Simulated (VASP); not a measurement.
# MgO (P6_3/mmc) in VASP: a series of runs

MgO is run at these levels: PBE; tasks: single point.

Program: VASP 6.6.1. These are calculated values, not measurements. Logs are shortened: lines on timing, memory, paths and dates and some standing lists are left out, and cuts for length are marked.

### Step 1. The cell of the first run

Symmetry: P6_3/mmc, No. 194, hexagonal system. The conventional cell has a = 3.382 Å, b = 3.382 Å, c = 4.053 Å, α = 90.00°, β = 90.00°, γ = 120.00°. Within 2.6 Å of Mg (site symmetry -6m2) lie 5 O at 1.95 to 2.03 Å. O (site symmetry -6m2) has 5 Mg at 1.95 to 2.03 Å within 2.6 Å.

### Step 2. Single point, PBE (strain -0.030 along x and y, -0.030 along z)

INCAR

```
PREC = Accurate
ENCUT = 520
EDIFF = 1E-6
ISMEAR = 0
SIGMA = 0.05
LREAL = False
LASPH = True
NELM = 80
ALGO = Normal
ISIF = 2
LWAVE = False
LCHARG = True
GGA = PE
LELF = True
LVHAR = True
NBANDS = 16
```

KPOINTS

```
Automatic mesh
0
Gamma
  6 6 6
```

POSCAR

```
MgO
1.0
    3.3817865268      0.0000000000      0.0000000000
   -1.6908932634      2.9287130424      0.0000000000
    0.0000000000      0.0000000000      4.0526999834
Mg O
2 2
Direct
    0.6666666667      0.3333333333      0.7500000000
    0.3333333333      0.6666666667      0.2500000000
    0.6666666667      0.3333333333      0.2500000000
    0.3333333333      0.6666666667      0.7500000000
```

Potentials or basis: VASP PAW PBE potentials, release 64 (Mg, O).

Run with:

```bash
> cat potpaw_PBE.64/Mg/POTCAR potpaw_PBE.64/O/POTCAR > POTCAR
> mpirun -np 1 vasp_std > vasp.out
```

OUTCAR:

```text
PREC = Accurate
   ENCUT = 520
   EDIFF = 1E-6
   ISMEAR = 0
   LREAL = False
   LASPH = True
   NELM = 80
   ISIF = 2
   GGA = PE

 ion  position               nearest neighbor table
   1  0.667  0.333  0.750-   4 1.95   4 1.95   4 1.95   3 2.03   3 2.03   2 2.81   2 2.81   2 2.81
                             2 2.81   2 2.81   2 2.81
   2  0.333  0.667  0.250-   3 1.95   3 1.95   3 1.95   4 2.03   4 2.03   1 2.81   1 2.81   1 2.81
                             1 2.81   1 2.81   1 2.81
   3  0.667  0.333  0.250-   2 1.95   2 1.95   2 1.95   1 2.03   1 2.03
   4  0.333  0.667  0.750-   1 1.95   1 1.95   1 1.95   2 2.03   2 2.03

  LATTYP: Found a hexagonal cell.
 ALAT       =     3.3817865268
 C/A-ratio  =     1.1983902447

  Lattice vectors:

 A1 = (   3.3817865268,   0.0000000000,   0.0000000000)
 A2 = (  -1.6908932634,   2.9287130424,   0.0000000000)
 A3 = (   0.0000000000,   0.0000000000,   4.0526999834)

Analysis of symmetry for initial positions (statically):
=====================================================================
 Subroutine PRICEL returns:
 Original cell was already a primitive cell.

 Routine SETGRP: Setting up the symmetry group for a
 hexagonal supercell.

 Subroutine GETGRP returns: Found 24 space group operations
 (whereof 12 operations were pure point group operations)
 out of a pool of 24 trial point group operations.

The static configuration has the point symmetry D_3d.
 The point group associated with its full space group is D_6h.

Analysis of symmetry for dynamics (positions and initial velocities):
=====================================================================
 Subroutine PRICEL returns:
 Original cell was already a primitive cell.

 Routine SETGRP: Setting up the symmetry group for a
 hexagonal supercell.

 Subroutine GETGRP returns: Found 24 space group operations
 (whereof 12 operations were pure point group operations)
 out of a pool of 24 trial point group operations.

The dynamic configuration has the point symmetry D_3d.
 The point group associated with its full space group is D_6h.

 Subroutine INISYM returns: Found 24 space group operations
 (whereof 12 operations are pure point group operations),
 and found     1 'primitive' translations

----------------------------------------------------------------------------------------

                                     Primitive cell

  volume of cell :      40.1391

  direct lattice vectors                    reciprocal lattice vectors
     3.381786527  0.000000000  0.000000000     0.295701693  0.170723452  0.000000000
    -1.690893263  2.928713042  0.000000000     0.000000000  0.341446904  0.000000000
     0.000000000  0.000000000  4.052699983     0.000000000  0.000000000  0.246749082

  length of vectors
     3.381786527  3.381786527  4.052699983     0.341446904  0.341446904  0.246749082

  position of ions in fractional coordinates (direct lattice)
     0.666666667  0.333333333  0.750000000
     0.333333333  0.666666667  0.250000000
     0.666666667  0.333333333  0.250000000
     0.333333333  0.666666667  0.750000000

  ion indices of the primitive-cell ions
   primitive index   ion index
                 1           1
                 2           2
                 3           3
                 4           4

----------------------------------------------------------------------------------------

 KPOINTS: Automatic mesh

Automatic generation of k-mesh.
 Grid dimensions read from file:
 generate k-points for:    6    6    6

 Generating k-lattice:

  Cartesian coordinates                     Fractional coordinates (reciprocal lattice)
     0.049283615  0.028453909  0.000000000     0.166666667 -0.000000000  0.000000000
     0.000000000  0.056907817  0.000000000     0.000000000  0.166666667  0.000000000
     0.000000000  0.000000000  0.041124847     0.000000000  0.000000000  0.166666667

  Length of vectors
     0.056907817  0.056907817  0.041124847

  Shift w.r.t. Gamma in fractional coordinates (k-lattice)
     0.000000000  0.000000000  0.000000000

 Subroutine IBZKPT returns following result:
 ===========================================

 Found     28 irreducible k-points:

 Following reciprocal coordinates:
            Coordinates               Weight
  0.000000  0.000000  0.000000      1.000000
  0.166667  0.000000  0.000000      6.000000
  0.333333  0.000000  0.000000      6.000000
  0.500000  0.000000  0.000000      3.000000
  0.166667  0.166667  0.000000      6.000000
  0.333333  0.166667  0.000000     12.000000
[... 16 lines left out ...]
  0.166667  0.000000  0.500000      6.000000
  0.333333  0.000000  0.500000      6.000000
 [... further k-points ...]
   k-points           NKPTS =     28   k-points in BZ     NKDIM =     28   number of bands    NBANDS=     16
   number of dos      NEDOS =    301   number of ions     NIONS =      4
   total plane-waves  NPLWV =  23520
   dimension x,y,z NGX =    28 NGY =   28 NGZ =   30
   dimension x,y,z NGXF=    56 NGYF=   56 NGZF=   60
   ions per type =               2   2
   NGX,Y,Z   is equivalent  to a cutoff of  13.76, 13.76, 12.31 a.u.
   NGXF,Y,Z  is equivalent  to a cutoff of  27.53, 27.53, 24.61 a.u.
 SYSTEM =  unknown system
   PREC   = accura    normal or accurate (medium, high low for compatibility)
   ISTART =      0    job   : 0-new  1-cont  2-samecut
   ICHARG =      2    charge: 1-file 2-atom 10-const
   ISPIN  =      1    spin polarized calculation?
   LNONCOLLINEAR =      F non collinear calculations
   LSORBIT =      F    spin-orbit coupling
   LASPH  =      T    aspherical Exc in radial PAW
   ENCUT  =  520.0 eV  38.22 Ry    6.18 a.u.   6.29  6.29  7.54*2*pi/ulx,y,z
   NELM   =     80;   NELMIN=  2; NELMDL= -5     # of ELM steps
   EDIFF  = 0.1E-05   stopping-criterion for ELM
   LREAL  =      F    real-space projection
   EDIFFG = 0.1E-04   stopping-criterion for IOM
   NSW    =      0    number of steps for IOM
   IBRION =     -1    ionic relax: 0-MD 1-quasi-New 2-CG
   NFREE  =      0    steps in history (QN), initial steepest desc. (CG)
   ISIF   =      2    stress and relaxation
   ISYM   =      2    0-nonsym 1-usesym 2-fastsym
   POTIM  = 0.5000    time-step for ionic-motion
   TEBEG  =    0.0;   TEEND  =   0.0 temperature during run
   PSTRESS=    0.0 pullay stress
   NELECT =      16.0000    total number of electrons
   NUPDOWN=      -1.0000    fix difference up-down
   EMIN   =  10.00;   EMAX   =-10.00  energy-range for DOS
   EFERMI =   0.00;   METHOD = LEGACY
   ISMEAR =     0;   SIGMA  =   0.05  broadening in eV -4-tet -1-fermi 0-gaus
   EFERMI_NEDOS =   21; number of points for ismear=-14 and -15
   IALGO  =     38    algorithm
   IMIX   =      4    mixing-type and parameters
     AMIX     =   0.40;   BMIX     =  1.00
     AMIX_MAG =   1.60;   BMIX_MAG =  1.00
  volume/ion in A,a.u.               =      10.03        67.72
  Fermi-wavevector in a.u.,A,eV,Ry     =   1.204830  2.276798 19.750416  1.451615
  Thomas-Fermi vector in A             =   2.340544
   LORBIT       =      0    0 simple, 1 ext, 2 COOP (PROOUT), +10 PAW based schemes
   GGA     = PE    functional components
   LHFCALC =     F    Hartree Fock is set to
   AEXX    =    0.0000 exact exchange contribution
   IVDW    =     0    specifies the selected vdW correction
   LEPSILON=     F    determine dielectric tensor
   LRPA    =     F    only Hartree local field effects (RPA)
 non-spin polarized calculation
 Gauss-broadening in eV      SIGMA  =   0.05
  energy-cutoff  :      520.00
  volume of cell :       40.14
 maximum number of plane-waves:      1108
 NGX is ok and might be reduce to    28
   NGX = 13   NGY = 13   NGZ = 15

 number of electron      15.9999996 magnetization

 Free energy of the ion-electron system (eV)
  ---------------------------------------------------
  ext. energy  EPLUGINS =         0.00000000
  ---------------------------------------------------
  free energy    TOTEN  =       -23.38183846 eV

  energy without entropy =      -23.38183846  energy(sigma->0) =      -23.38183846

 E-fermi :   2.9558     XC(G=0): -10.4873

 val. band max:        2.6452151015   @ k =   0.0000   0.0000   0.0000
 cond. band min:       6.5594326478   @ k =   0.0000   0.0000   0.0000
 fundamental gap:      3.9142175463
 Fermi energy:         2.9557955638

 k-point     1 :       0.0000    0.0000    0.0000
  band No.  band energies     occupation
      1     -14.7274      2.00000
      2     -13.0771      2.00000
      3      -1.3378      2.00000
      4       0.7200      2.00000
      5       0.7200      2.00000
      6       1.7122      2.00000
[... 8 lines left out ...]
     15      18.7810      0.00000
     16      19.3408      0.00000

 k-point     2 :       0.1667    0.0000    0.0000
  band No.  band energies     occupation
      1     -14.5693      2.00000
      2     -13.1043      2.00000
      3      -1.1074      2.00000
      4       0.2393      2.00000
      5       0.5114      2.00000
      6       1.1725      2.00000
[... 8 lines left out ...]
     15      18.1026      0.00000
     16      18.2737      0.00000

 k-point     3 :       0.3333    0.0000    0.0000
  band No.  band energies     occupation
      1     -14.1838      2.00000
      2     -13.2231      2.00000
      3      -0.7940      2.00000
      4      -0.4923      2.00000
      5       0.1998      2.00000
      6       0.6908      2.00000
[... 8 lines left out ...]
     15      17.5890      0.00000
     16      18.2263      0.00000

 k-point     4 :       0.5000    0.0000    0.0000
  band No.  band energies     occupation
      1     -13.8962      2.00000
      2     -13.3742      2.00000
      3      -1.2593      2.00000
      4       0.0423      2.00000
      5       0.0711      2.00000
      6       0.5334      2.00000
[... 8 lines left out ...]
     15      18.2644      0.00000
     16      18.4459      0.00000

 k-point     5 :       0.1667    0.1667    0.0000
  band No.  band energies     occupation
      1     -14.2948      2.00000
      2     -13.1793      2.00000
      3      -0.6797      2.00000
      4      -0.4471      2.00000
      5       0.0640      2.00000
      6       0.9808      2.00000
[... 8 lines left out ...]
     15      17.8075      0.00000
     16      17.8250      0.00000

 k-point     6 :       0.3333    0.1667    0.0000
  band No.  band energies     occupation
      1     -13.9087      2.00000
      2     -13.3612      2.00000
      3      -1.1878      2.00000
      4       0.0048      2.00000
      5       0.0354      2.00000
      6       0.6187      2.00000
[... 8 lines left out ...]
     15      18.1258      0.00000
     16      18.3687      0.00000
[... 267 lines left out ...]
 k-point    21 :       0.3333    0.3333    0.3333
  band No.  band energies     occupation
      1     -13.5315      2.00000
      2     -13.5315      2.00000
      3      -1.0326      2.00000
      4      -1.0326      2.00000
      5      -0.7861      2.00000
      6       0.6760      2.00000
[... 8 lines left out ...]
     15      18.7710      0.00000
     16      21.4261      0.00000

 k-point    22 :       0.0000    0.0000    0.5000
  band No.  band energies     occupation
      1     -13.9093      2.00000
      2     -13.9093      2.00000
      3       0.0400      2.00000
      4       0.0400      2.00000
      5       1.1911      2.00000
      6       1.1911      2.00000
[... 8 lines left out ...]
     15      19.5285      0.00000
     16      19.5285      0.00000

 k-point    23 :       0.1667    0.0000    0.5000
  band No.  band energies     occupation
      1     -13.8229      2.00000
      2     -13.8229      2.00000
      3      -0.5069      2.00000
      4      -0.5069      2.00000
      5       1.1264      2.00000
      6       1.1264      2.00000
[... 8 lines left out ...]
     15      19.2190      0.00000
     16      19.2190      0.00000

 k-point    24 :       0.3333    0.0000    0.5000
  band No.  band energies     occupation
      1     -13.6447      2.00000
      2     -13.6447      2.00000
      3      -1.2687      2.00000
      4      -1.2687      2.00000
      5       1.0018      2.00000
      6       1.0018      2.00000
[... 8 lines left out ...]
     15      18.5170      0.00000
     16      18.5170      0.00000

 [... further k-points ...]

------------------------ aborting loop because EDIFF is reached ----------------------------------------

  FORCE on cell =-STRESS in cart. coord.  units (eV):
  Direction    XX          YY          ZZ          XY          YZ          ZX
  --------------------------------------------------------------------------------------
  -------------------------------------------------------------------------------------
  Total        4.7459832      4.7459832      5.3138667      0.0000000      0.0000000      0.0000000
  in kB      189.4389653    189.4389653    212.1064016      0.0000000      0.0000000      0.0000000
  external PRESSURE =     196.9947774 kB  Pullay stress =       0.0000000 kB

 VOLUME and BASIS-vectors are now :
 -----------------------------------------------------------------------------
  energy-cutoff  :      520.00
  volume of cell :       40.14
      direct lattice vectors                 reciprocal lattice vectors
     3.381786527  0.000000000  0.000000000     0.295701693  0.170723452  0.000000000
    -1.690893263  2.928713042  0.000000000     0.000000000  0.341446904  0.000000000
     0.000000000  0.000000000  4.052699983     0.000000000  0.000000000  0.246749082

 POSITION                                       TOTAL-FORCE (eV/Angst)
 -----------------------------------------------------------------------------------
      1.69089      0.97624      3.03952         0.000000     -0.000000      0.000000
     -0.00000      1.95248      1.01317        -0.000000      0.000000      0.000000
      1.69089      0.97624      1.01317        -0.000000      0.000000      0.000000
     -0.00000      1.95248      3.03952        -0.000000      0.000000     -0.000000
 -----------------------------------------------------------------------------------
    total drift:                               -0.000000      0.000000     -0.000000

  FREE ENERGIE OF THE ION-ELECTRON SYSTEM (eV)
  ---------------------------------------------------
  free  energy   TOTEN  =       -23.3818384629 eV

  energy  without entropy=      -23.3818384629  energy(sigma->0) =      -23.38183846
```

Run time: 20 s. Hardware: 1 thread of AMD EPYC 7R13 (Zen 3), shared host; peak memory 0.13 GiB.

Results:

```
Free energy            : -23.3818 eV
Pressure               : 19.7 GPa
Band gap on the k mesh : 3.91 eV, direct
```

Stress tensor (GPa, compression positive):
```
18.94  0.00  0.00
 0.00 18.94  0.00
 0.00  0.00 21.21
```

Levels at points of the mesh, in eV from the valence-band top:
```csv
k point,band 4,band 5,band 6,band 7,band 8,band 9,band 10,band 11,band 12,band 13
"(0.00, 0.00, 0.00)",-1.93,-1.93,-0.93,-0.93,0.00,3.91,10.26,13.01,13.18,13.18
"(0.50, 0.00, 0.00)",-2.60,-2.57,-2.11,-1.44,-0.58,7.26,10.06,10.13,13.25,13.33
"(0.00, 0.00, 0.50)",-2.61,-1.45,-1.45,-1.45,-1.45,6.98,6.98,13.53,13.53,13.53
"(0.50, 0.00, 0.50)",-4.23,-1.70,-1.70,-0.94,-0.94,7.66,7.66,13.05,13.05,14.87
```

Caveat: the cell differs from its parent crystal (strain -0.030 along x and y, -0.030 along z).

(Continued in part 2 of 3.)
